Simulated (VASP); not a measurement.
Set up this calculation in VASP 6.6.1, as the native input.

```yaml
Task: single point
Functional: PBE
Potentials_or_basis: VASP PAW PBE potentials, release 64 (Zn, Se)
Cutoff: 500 eV
k_mesh: 4 × 4 × 4
Occupations: gaussian, width 0.1 eV
Spin: no spin polarisation
Dipole_correction: no
Further_INCAR_settings: ALGO = Normal; EDIFF = 1e-06; NBANDS = 23
```

The structure of ZnSe3 lies in POSCAR:

```
ZnSe3
1.0
    4.3209656910      0.0000000000      0.0000000000
    0.0000000000      4.3209656910      0.0000000000
    0.0000000000      0.0000000000      4.3209656910
Zn Se
1 3
Direct
    0.0000000000      0.0000000000      0.0000000000
    0.5000000000      0.0000000000      0.5000000000
    0.0000000000      0.5000000000      0.5000000000
    0.5000000000      0.5000000000      0.0000000000
```

The cell was built from a structure type or drawn by symmetry, and may not be a known phase.

The input as run:

INCAR

```
PREC = Accurate
ENCUT = 500
EDIFF = 1E-6
ISMEAR = 0
SIGMA = 0.1
LREAL = False
LASPH = True
NELM = 120
ALGO = Normal
ISIF = 2
LWAVE = False
LCHARG = False
GGA = PE
NBANDS = 23
GGA_COMPAT = False
```

KPOINTS

```
Automatic mesh
0
Gamma
  4 4 4
```

Potentials or basis: VASP PAW PBE potentials, release 64 (Zn, Se).

Run with:

```bash
$ cat potpaw_PBE.64/Zn/POTCAR potpaw_PBE.64/Se/POTCAR > POTCAR
$ mpirun -np 1 vasp_std > vasp.out
```

Results of the run:

```json
{
  "Pressure": "0.3 GPa",
  "Band gap on the k mesh": "zero (bands 15 and 16 overlap by 1.95 eV)"
}
```

Caveat: the k points lie up to 0.36 Å⁻¹ apart, too coarse for converged energies and pressures of a metal.

It took 23 s on 1 thread of Intel Xeon 8259CL (shared host), peak memory 0.18 GiB.
